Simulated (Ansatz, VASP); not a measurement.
One calculation of Zn, two programs

```
Zn
1.0
    -1.32744    1.53692    1.53692
     1.53692   -1.32744    1.53692
     1.53692    1.53692   -1.32744
Zn
1
Cartesian
  0.0000 0.0000 0.0000
```

Alike in both runs: task single point; functional PBEsol; k mesh 22 × 22 × 22; occupations gaussian, width 0.15 eV; no spin polarisation.

|  | VASP | Ansatz |
| --- | --- | --- |
| version | VASP 6.6.1 | Ansatz 0.2.0 |
| potentials or method | VASP PAW PBE potentials, release 64 (Zn), cutoff 520 eV | scalar-relativistic, plane waves, PAW |
| valence electrons in the cell | 12 | 12 |

|  | VASP | Ansatz | Ansatz less VASP |
| --- | --- | --- | --- |
| gap on the k mesh at the Fermi level (eV) | none | none | - |
| pressure (GPa) | 3.5 | 3.1 | -0.45 |
| traceless stress, the component that is largest in VASP (GPa) | -2.70 | -2.63 | +0.074 |

VASP's potentials were made for PBE, not for PBEsol. A gap of «none» marks a metal or a gap that the smearing closes.
